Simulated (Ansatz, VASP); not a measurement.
# One calculation of OsPtC6N6, two programs

```xyz
14
Lattice="0.0000 5.1770 5.1770 5.1770 0.0000 5.1770 5.1770 5.1770 0.0000" Properties=species:S:1:pos:R:3 pbc="T T T"
Os    5.1770    5.1770    5.1770
Pt    0.0000    0.0000    0.0000
C     2.0164    5.1770    5.1770
C     5.1770    2.0164    5.1770
C     5.1770    5.1770    2.0164
C     8.3377    5.1770    5.1770
C     5.1770    8.3377    5.1770
C     5.1770    5.1770    8.3377
N     3.1790    5.1770    5.1770
N     5.1770    3.1790    5.1770
N     5.1770    5.1770    3.1790
N     7.1750    5.1770    5.1770
N     5.1770    7.1750    5.1770
N     5.1770    5.1770    7.1750
```

Alike in both runs: functional PBE; k mesh 6 × 6 × 6; occupations gaussian, width 0.02 eV; no spin polarisation.

Ansatz relaxed the structure, and its values are those at the end. VASP's run is a single point on that final structure, the one shown.

```csv
,VASP,Ansatz
version,VASP 6.6.1,Ansatz 0.2.0
potentials or method,"VASP PAW PBE potentials, release 64 (Os, Pt, C, N), cutoff 520 eV","scalar-relativistic, plane waves, PAW"
valence electrons in the cell,72,88
```

VASP gave:

* gap on the k mesh at the Fermi level (eV): 2.46
* least direct gap on the mesh (eV): 2.48
* pressure (GPa): 0.6
* rms of the force components (eV/Å): 0.178

Problem. What did Ansatz give for the same quantities?

Solution. gap on the k mesh at the Fermi level (eV): 2.46; least direct gap on the mesh (eV): 2.49; pressure (GPa): 0.0; rms of the force components (eV/Å): 0.003.

One of these differences is far larger than is usual between the two programs; its cause wasn't traced. The functional is the same, so the differences come from potentials, cutoffs and numerics. VASP's potentials hold 72 valence electrons a cell and Ansatz's 88, so a difference there can come from the potentials and not from the codes.

Spin-orbit coupling is off throughout. Noted on VASP's run: the standard files for N, O and F lose accuracy on very short bonds.
